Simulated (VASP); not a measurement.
# AlN (P6_3mc) in VASP: further runs

Runs on AlN. Level: PBE. Tasks: single point, relaxation of cell and atoms.

Everything below comes from runs of VASP 6.6.1. Logs are shortened: lines on timing, memory, paths and dates and some standing lists are left out, and cuts for length are marked.

### 1 The cell of the first run

It takes space group P6_3mc (No. 186, hexagonal). The conventional cell has a = 3.130 Å, b = 3.130 Å, c = 5.018 Å, α = 90.00°, β = 90.00°, γ = 120.00°. Al (site symmetry 3m) has 4 N at 1.90 to 1.91 Å within 2.5 Å. Within 2.5 Å of N (site symmetry 3m) lie 4 Al at 1.90 to 1.91 Å.

### 2 Single point, PBE

Contents of INCAR:

```
PREC = Accurate
ENCUT = 520
EDIFF = 1E-6
ISMEAR = 0
SIGMA = 0.02
LREAL = F
LASPH = T
NELM = 100
ALGO = Normal
ISIF = 2
LWAVE = F
LCHARG = F
GGA = PE
NBANDS = 16
```

Contents of KPOINTS:

```
regular mesh
0
Gamma
  9 9 6
```

Contents of POSCAR:

```
AlN
1.0
    3.1301886382      0.0000002926      0.0000000000
   -1.5650945725      2.7108227331      0.0000000000
    0.0000000000      0.0000000000      5.0181613708
Al N
2 2
Direct
    0.0000000000      0.0000000000     -0.0032663242
    0.3333333333      0.6666666667      0.4967336758
    0.0000000000      0.0000000000      0.3782663242
    0.3333333333      0.6666666667      0.8782663242
```

Potentials or basis: VASP PAW PBE potentials, release 64 (Al, N).

Launch:

```sh
> cat potpaw_PBE.64/Al/POTCAR potpaw_PBE.64/N/POTCAR > POTCAR
> mpirun -np 1 vasp_std > vasp.out
```

OUTCAR:

```text
PREC = Accurate
   ENCUT = 520
   EDIFF = 1E-6
   ISMEAR = 0
   LREAL = F
   LASPH = T
   NELM = 100
   ISIF = 2
   GGA = PE

 ion  position               nearest neighbor table
   1  0.000  0.000  0.997-   4 1.90   4 1.90   4 1.90   3 1.91   2 3.09   2 3.09   2 3.09   2 3.09
                             2 3.09   2 3.09
   2  0.333  0.667  0.497-   3 1.90   3 1.90   3 1.90   4 1.91   1 3.09   1 3.09   1 3.09   1 3.09
                             1 3.09   1 3.09
   3  0.000  0.000  0.378-   2 1.90   2 1.90   2 1.90   1 1.91
   4  0.333  0.667  0.878-   1 1.90   1 1.90   1 1.90   2 1.91

  LATTYP: Found a hexagonal cell.
 ALAT       =     3.1301886382
 C/A-ratio  =     1.6031498260

  Lattice vectors:

 A1 = (   3.1301886382,   0.0000002926,   0.0000000000)
 A2 = (  -1.5650945725,   2.7108227331,   0.0000000000)
 A3 = (   0.0000000000,   0.0000000000,   5.0181613708)

Analysis of symmetry for initial positions (statically):
=====================================================================
 Subroutine PRICEL returns:
 Original cell was already a primitive cell.

 Routine SETGRP: Setting up the symmetry group for a
 hexagonal supercell.

 Subroutine GETGRP returns: Found 12 space group operations
 (whereof  6 operations were pure point group operations)
 out of a pool of 24 trial point group operations.

The static configuration has the point symmetry C_3v.
 The point group associated with its full space group is C_6v.

Analysis of symmetry for dynamics (positions and initial velocities):
=====================================================================
 Subroutine PRICEL returns:
 Original cell was already a primitive cell.

 Routine SETGRP: Setting up the symmetry group for a
 hexagonal supercell.

 Subroutine GETGRP returns: Found 12 space group operations
 (whereof  6 operations were pure point group operations)
 out of a pool of 24 trial point group operations.

The dynamic configuration has the point symmetry C_3v.
 The point group associated with its full space group is C_6v.

 Subroutine INISYM returns: Found 12 space group operations
 (whereof  6 operations are pure point group operations),
 and found     1 'primitive' translations

----------------------------------------------------------------------------------------
[... 91 lines left out ...]
   ISPIN  =      1    spin polarized calculation?
   LNONCOLLINEAR =      F non collinear calculations
   LSORBIT =      F    spin-orbit coupling
   LASPH  =      T    aspherical Exc in radial PAW
   ENCUT  =  520.0 eV  38.22 Ry    6.18 a.u.   5.82  5.82  9.33*2*pi/ulx,y,z
   NELM   =    100;   NELMIN=  2; NELMDL= -5     # of ELM steps
   EDIFF  = 0.1E-05   stopping-criterion for ELM
   LREAL  =      F    real-space projection
   EDIFFG = 0.1E-04   stopping-criterion for IOM
   NSW    =      0    number of steps for IOM
   IBRION =     -1    ionic relax: 0-MD 1-quasi-New 2-CG
   NFREE  =      0    steps in history (QN), initial steepest desc. (CG)
   ISIF   =      2    stress and relaxation
   ISYM   =      2    0-nonsym 1-usesym 2-fastsym
   POTIM  = 0.5000    time-step for ionic-motion
   TEBEG  =    0.0;   TEEND  =   0.0 temperature during run
   PSTRESS=    0.0 pullay stress
   NELECT =      16.0000    total number of electrons
   NUPDOWN=      -1.0000    fix difference up-down
   EMIN   =  10.00;   EMAX   =-10.00  energy-range for DOS
   EFERMI =   0.00;   METHOD = LEGACY
   ISMEAR =     0;   SIGMA  =   0.02  broadening in eV -4-tet -1-fermi 0-gaus
   EFERMI_NEDOS =   21; number of points for ismear=-14 and -15
   IALGO  =     38    algorithm
   IMIX   =      4    mixing-type and parameters
     AMIX     =   0.40;   BMIX     =  1.00
     AMIX_MAG =   1.60;   BMIX_MAG =  1.00
  volume/ion in A,a.u.               =      10.65        71.84
  Fermi-wavevector in a.u.,A,eV,Ry     =   1.181343  2.232415 18.987905  1.395572
  Thomas-Fermi vector in A             =   2.317618
   LORBIT       =      0    0 simple, 1 ext, 2 COOP (PROOUT), +10 PAW based schemes
   GGA     = PE    functional components
   LHFCALC =     F    Hartree Fock is set to
   AEXX    =    0.0000 exact exchange contribution
   IVDW    =     0    specifies the selected vdW correction
   LEPSILON=     F    determine dielectric tensor
   LRPA    =     F    only Hartree local field effects (RPA)
 non-spin polarized calculation
 Gauss-broadening in eV      SIGMA  =   0.02
  energy-cutoff  :      520.00
  volume of cell :       42.58
 maximum number of plane-waves:      1170
 NGX is ok and might be reduce to    24
   NGX = 11   NGY = 11   NGZ = 19

 number of electron      15.9999999 magnetization

 Free energy of the ion-electron system (eV)
  ---------------------------------------------------
  ext. energy  EPLUGINS =         0.00000000
  ---------------------------------------------------
  free energy    TOTEN  =       -29.78048837 eV

  energy without entropy =      -29.78048837  energy(sigma->0) =      -29.78048837

 E-fermi :   6.1334     XC(G=0): -10.8268

 val. band max:        5.9638941430   @ k =   0.0000   0.0000   0.0000
 cond. band min:      10.0073040841   @ k =   0.0000   0.0000   0.0000
 fundamental gap:      4.0434099411
 Fermi energy:         6.1333908130

 k-point     1 :       0.0000    0.0000    0.0000
  band No.  band energies     occupation
      1      -9.1032      2.00000
      2      -7.0207      2.00000
      3       0.0586      2.00000
      4       5.1191      2.00000
      5       5.1191      2.00000
      6       5.7615      2.00000
[... 433 lines left out ...]
      3       1.3513      2.00000
      4       1.8328      2.00000
      5       1.8328      2.00000
      6       3.3224      2.00000
[... 8 lines left out ...]
     15      18.9139      0.00000
     16      20.7955      0.00000

 [... further k-points ...]
[... 5 lines left out ...]
  --------------------------------------------------------------------------------------
  -------------------------------------------------------------------------------------
  Total       -0.0718254     -0.0718254     -0.0588430      0.0000000      0.0000000      0.0000000
  in kB       -2.7025416     -2.7025416     -2.2140603      0.0000000      0.0000000      0.0000000
  external PRESSURE =      -2.5397145 kB  Pullay stress =       0.0000000 kB

 VOLUME and BASIS-vectors are now :
 -----------------------------------------------------------------------------
  energy-cutoff  :      520.00
  volume of cell :       42.58
      direct lattice vectors                 reciprocal lattice vectors
     3.130188638  0.000000293  0.000000000     0.319469547  0.184445869  0.000000000
    -1.565094573  2.710822733  0.000000000    -0.000000034  0.368891678  0.000000000
     0.000000000  0.000000000  5.018161371     0.000000000  0.000000000  0.199276174

 POSITION                                       TOTAL-FORCE (eV/Angst)
 -----------------------------------------------------------------------------------
      0.00000      0.00000      5.00177        -0.000000     -0.000000      0.000668
     -0.00000      1.80722      2.49269        -0.000000      0.000000      0.000668
      0.00000      0.00000      1.89820        -0.000000      0.000000     -0.000668
     -0.00000      1.80722      4.40728         0.000000     -0.000000     -0.000668
 -----------------------------------------------------------------------------------
    total drift:                                0.000000     -0.000000      0.000565

  FREE ENERGIE OF THE ION-ELECTRON SYSTEM (eV)
  ---------------------------------------------------
  free  energy   TOTEN  =       -29.7804883728 eV

  energy  without entropy=      -29.7804883728  energy(sigma->0) =      -29.78048837
```

stdout:

```text
POSCAR found type information on POSCAR AlN
 POSCAR found :  2 types and       4 ions
 scaLAPACK will be used
 LDA part: xc-table for (Slater+PW92), standard interpolation
 POSCAR, INCAR and KPOINTS ok, starting setup
 FFT: planning ... GRIDC
 FFT: planning ... GRID_SOFT
 FFT: planning ... GRID
 WAVECAR not read
 entering main loop
```

Run time: 11 s. Hardware: 1 thread of Intel Xeon Platinum 8559C (Emerald Rapids), shared host; peak memory 0.16 GiB.

What came out:

* Free energy: -29.7805 eV
* Pressure: -0.3 GPa
* Band gap on the k mesh: 4.04 eV, direct

Levels at points of the mesh, in eV from the valence-band top:
```tsv
k point	band 4	band 5	band 6	band 7	band 8	band 9	band 10	band 11	band 12	band 13
(0.00, 0.00, 0.00)	-0.84	-0.84	-0.20	-0.20	0.00	4.04	6.51	10.46	11.03	11.03
(0.00, 0.00, 0.50)	-3.30	-0.53	-0.53	-0.53	-0.53	6.31	6.31	10.17	10.17	11.34
```

### 3 Relaxation of cell and atoms, PBE

This run uses another cell than the first one, of 10.42 Å³/atom, 0.979 times its volume.

Contents of INCAR:

```
ALGO = Normal
EDIFF = 1E-6
EDIFFG = -0.005
ENCUT = 600
GGA = PE
IBRION = 2
ISIF = 3
ISMEAR = 0
LASPH = True
LCHARG = False
LREAL = False
LWAVE = False
NELM = 100
NSW = 100
PREC = Accurate
SIGMA = 0.02
```

Contents of KPOINTS:

```
k-points
0
Gamma
  9 9 6
```

Contents of POSCAR:

```
AlN
1.0
    3.0886330000      0.0000000000      0.0000000000
   -1.5443170000      2.6748350000      0.0000000000
    0.0000000000      0.0000000000      5.0437170000
Al N
2 2
Direct
    0.0000000000      0.0000000000      0.0000000000
    0.3333333300      0.6666666700      0.5000000000
    0.0000000000      0.0000000000      0.3750000000
    0.3333333300      0.6666666700      0.8750000000
```

Potentials or basis: VASP PAW PBE potentials, release 64 (Al, N).

Launch:

```sh
> cat potpaw_PBE.64/Al/POTCAR potpaw_PBE.64/N/POTCAR > POTCAR
> mpirun -np 1 vasp_std > vasp.out
```

OUTCAR:

```text
EDIFF = 1E-6
   EDIFFG = -0.005
   ENCUT = 600
   GGA = PE
   IBRION = 2
   ISIF = 3
   ISMEAR = 0
   LASPH = True
   LREAL = False
   NELM = 100
   NSW = 100
   PREC = Accurate

 ion  position               nearest neighbor table
   1  0.000  0.000  0.000-   4 1.89   3 1.89   4 1.89   4 1.89   2 3.09   2 3.09   2 3.09   2 3.09
                             2 3.09   2 3.09
   2  0.333  0.667  0.500-   3 1.89   4 1.89   3 1.89   3 1.89   1 3.09   1 3.09   1 3.09   1 3.09
                             1 3.09   1 3.09
   3  0.000  0.000  0.375-   2 1.89   1 1.89   2 1.89   2 1.89
   4  0.333  0.667  0.875-   1 1.89   2 1.89   1 1.89   1 1.89

  LATTYP: Found a hexagonal cell.
 ALAT       =     3.0886330000
 C/A-ratio  =     1.6329933016

  Lattice vectors:

 A1 = (   3.0886330000,   0.0000000000,   0.0000000000)
 A2 = (  -1.5443170000,   2.6748350000,   0.0000000000)
 A3 = (   0.0000000000,   0.0000000000,   5.0437170000)

Analysis of symmetry for initial positions (statically):
=====================================================================
 Subroutine PRICEL returns:
 Original cell was already a primitive cell.

 Routine SETGRP: Setting up the symmetry group for a
 hexagonal supercell.

 Subroutine GETGRP returns: Found 12 space group operations
 (whereof  6 operations were pure point group operations)
 out of a pool of 24 trial point group operations.

The static configuration has the point symmetry C_3v.
 The point group associated with its full space group is C_6v.

Analysis of symmetry for dynamics (positions and initial velocities):
=====================================================================
 Subroutine PRICEL returns:
 Original cell was already a primitive cell.

 Routine SETGRP: Setting up the symmetry group for a
 hexagonal supercell.

 Subroutine GETGRP returns: Found 12 space group operations
 (whereof  6 operations were pure point group operations)
 out of a pool of 24 trial point group operations.

The dynamic configuration has the point symmetry C_3v.
[... 140 lines left out ...]
 maximum number of plane-waves:      1418
 NGX is ok and might be reduce to    28
   NGX = 13   NGY = 13   NGZ = 21

--------------------------------------- Ionic step        1  -------------------------------------------

 number of electron      16.0000001 magnetization

 Free energy of the ion-electron system (eV)
  ---------------------------------------------------
  ext. energy  EPLUGINS =         0.00000000
  ---------------------------------------------------
  free energy    TOTEN  =       -29.75924800 eV

  energy without entropy =      -29.75924800  energy(sigma->0) =      -29.75924800

------------------------ aborting loop because EDIFF is reached ----------------------------------------

  FORCE on cell =-STRESS in cart. coord.  units (eV):
  Direction    XX          YY          ZZ          XY          YZ          ZX
  --------------------------------------------------------------------------------------
  -------------------------------------------------------------------------------------
  Total        1.3931543      1.3931546      0.4932498     -0.0000003      0.0000000     -0.0000000
  in kB       53.5668090     53.5668234     18.9654662     -0.0000100      0.0000000     -0.0000000
  external PRESSURE =      42.0330329 kB  Pullay stress =       0.0000000 kB
[... 215 lines left out ...]
--------------------------------------- Ionic step        7  -------------------------------------------

 number of electron      15.9999999 magnetization

 Free energy of the ion-electron system (eV)
  ---------------------------------------------------
  ext. energy  EPLUGINS =         0.00000000
  ---------------------------------------------------
  free energy    TOTEN  =       -29.78246607 eV

  energy without entropy =      -29.78246607  energy(sigma->0) =      -29.78246607

 E-fermi :   6.0809     XC(G=0): -10.8349

 val. band max:        5.9820277923   @ k =   0.0000   0.0000   0.0000
 cond. band min:      10.0400534176   @ k =   0.0000   0.0000   0.0000
 fundamental gap:      4.0580256253
 Fermi energy:         6.0808858359

 k-point     1 :       0.0000    0.0000    0.0000
  band No.  band energies     occupation
      1      -9.0976      2.00000
      2      -7.0100      2.00000
      3       0.0675      2.00000
      4       5.1350      2.00000
      5       5.1350      2.00000
      6       5.7778      2.00000
      7       5.7778      2.00000
      8       5.9820      2.00000
      9      10.0401      0.00000
     10      12.5061      0.00000
     11      16.4520      0.00000
     12      17.0215      0.00000
[... 331 lines left out ...]
 k-point    24 :       0.3333    0.3333    0.1667
  band No.  band energies     occupation
      1      -6.6501      2.00000
      2      -6.6501      2.00000
      3       1.3601      2.00000
      4       1.8461      2.00000
      5       1.8461      2.00000
      6       3.3342      2.00000
      7       4.1286      2.00000
      8       4.1286      2.00000
      9      11.4194      0.00000
     10      14.2105      0.00000
     11      14.9899      0.00000
     12      14.9899      0.00000

 [... further k-points ...]
[... 5 lines left out ...]
  --------------------------------------------------------------------------------------
  -------------------------------------------------------------------------------------
  Total       -0.0028918     -0.0028918     -0.0158998      0.0000000      0.0000000      0.0000000
  in kB       -0.1090046     -0.1090046     -0.5993359      0.0000000      0.0000000      0.0000000
  external PRESSURE =      -0.2724484 kB  Pullay stress =       0.0000000 kB
[... 19 lines left out ...]
  FREE ENERGIE OF THE ION-ELECTRON SYSTEM (eV)
  ---------------------------------------------------
  free  energy   TOTEN  =       -29.7824660669 eV

  energy  without entropy=      -29.7824660669  energy(sigma->0) =      -29.78246607

 reached required accuracy - stopping structural energy minimisation
```

OSZICAR:

```text
N       E                     dE             d eps       ncg     rms          rms(c)
DAV:   1     0.552553981625E+02    0.55255E+02   -0.80121E+03  1176   0.130E+03
DAV:   2    -0.300490064487E+02   -0.85304E+02   -0.78460E+02  1716   0.252E+02
DAV:   3    -0.344814064935E+02   -0.44324E+01   -0.44047E+01  1512   0.585E+01
[... 47 lines left out ...]
       N       E                     dE             d eps       ncg     rms          rms(c)
DAV:   1    -0.297824725774E+02   -0.71682E-05   -0.13616E-03  1152   0.342E-01    0.172E-02
DAV:   2    -0.297824675622E+02    0.50151E-05   -0.31016E-05  1404   0.506E-02    0.757E-03
DAV:   3    -0.297824662206E+02    0.13416E-05   -0.36818E-06  1228   0.177E-02    0.247E-03
DAV:   4    -0.297824660669E+02    0.15370E-06   -0.58302E-07   576   0.713E-03
   7 F= -.29782466E+02 E0= -.29782466E+02  d E =-.118674E-05
```

Run time: 45 s. Hardware: 1 thread of Intel Xeon Platinum 8559C (Emerald Rapids), shared host; peak memory 0.18 GiB.

What came out:

| Quantity | Value |
| --- | --- |
| Free energy | -29.7825 eV |
| Relaxed volume | 10.63 Å³/atom |
| Relaxed cell | a = 3.128 Å, b = 3.128 Å, c = 5.015 Å, α = 90.00°, β = 90.00°, γ = 120.00° |
| Space group after relaxing (to 0.05 Å) | P6_3mc (No. 186) |
| Energy gained by relaxing | 5.8 meV/atom |
| Ionic steps | 7 |
| Pressure after relaxing | 0.0 GPa |
| Largest force after relaxing | 0.005 eV/Å |
| Band gap on the k mesh | 4.06 eV, direct |

Forces in eV/Å, atoms in the order of the input:
```
Al   0.000  0.000  0.005
Al   0.000  0.000  0.005
N    0.000  0.000 -0.005
N    0.000  0.000 -0.005
```

The path:
| step | energy change (eV) | largest force (eV/Å) | pressure (GPa) | volume (Å³) |
| --- | --- | --- | --- | --- |
| 1 | 0.0000 | 0.2219 | 4.20 | 41.67 |
| 2 | -0.0122 | 0.0520 | -3.57 | 43.34 |
| 3 | -0.0183 | 0.1118 | -0.83 | 42.71 |
| 4 | -0.0226 | 0.0423 | -0.28 | 42.57 |
| 5 | -0.0232 | 0.0074 | 0.02 | 42.49 |
| 6 | -0.0232 | 0.0055 | 0.04 | 42.49 |
| 7 | -0.0232 | 0.0049 | -0.03 | 42.50 |

Final structure:
```
CELL_PARAMETERS angstrom
3.12824 0.00000 0.00000
-1.56412 2.70914 0.00000
0.00000 0.00000 5.01535
ATOMIC_POSITIONS crystal
Al 0.00000 0.00000 0.99670
Al 0.33333 0.66667 0.49670
N 0.00000 0.00000 0.37830
N 0.33333 0.66667 0.87830
```

Levels at points of the mesh, in eV from the valence-band top:
```tsv
k point	band 5	band 6	band 7	band 8	band 9	band 10	band 11	band 12
(0.00, 0.00, 0.00)	-0.85	-0.20	-0.20	0.00	4.06	6.52	10.47	11.04
(0.00, 0.00, 0.50)	-0.53	-0.53	-0.53	-0.53	6.32	6.32	10.18	10.18
```
